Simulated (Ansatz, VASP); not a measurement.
One calculation of Si5C, two programs

```xyz
6
Lattice="2.7765 0.0000 0.0000 -1.3883 2.4045 0.0000 0.0000 0.0000 13.3001" Properties=species:S:1:pos:R:3 pbc="T T T"
Si    0.0000    1.6030   11.0834
Si    0.0000    1.6030    2.2167
Si    0.0000    1.6030    6.6501
Si    1.3883    0.8015    4.4334
Si    1.3883    0.8015    8.8667
C     1.3883    0.8015    0.0000
```

Alike in both runs: task single point; functional PBE; k mesh 6 × 6 × 2; occupations gaussian, width 0.1 eV; collinear spin.

|  | VASP | Ansatz |
| --- | --- | --- |
| version | VASP 6.6.1 | Ansatz 0.2.0 |
| potentials or method | VASP PAW PBE potentials, release 64 (Si, C), cutoff 520 eV | scalar-relativistic, plane waves, PAW |
| valence electrons in the cell | 24 | 24 |

|  | VASP | Ansatz | Ansatz less VASP |
| --- | --- | --- | --- |
| gap on the k mesh at the Fermi level (eV) | none | none | - |
| pressure (GPa) | -8.7 | -8.7 | +0.01 |
| traceless stress, the component that is largest in VASP (GPa) | -7.75 | -7.76 | -0.005 |
| rms of the force components (eV/Å) | 0.465 | 0.466 | +0.0011 |
| net moment per atom (μB) | 0.00 | 0.00 | 0.000 |

Atom by atom the forces differ by 0.001 eV/Å (rms over components). A gap of «none» marks a metal or a gap that the smearing closes. Ansatz's warnings: seeded moment not kept.

The k mesh is coarse, so the values compare programs but aren't converged.
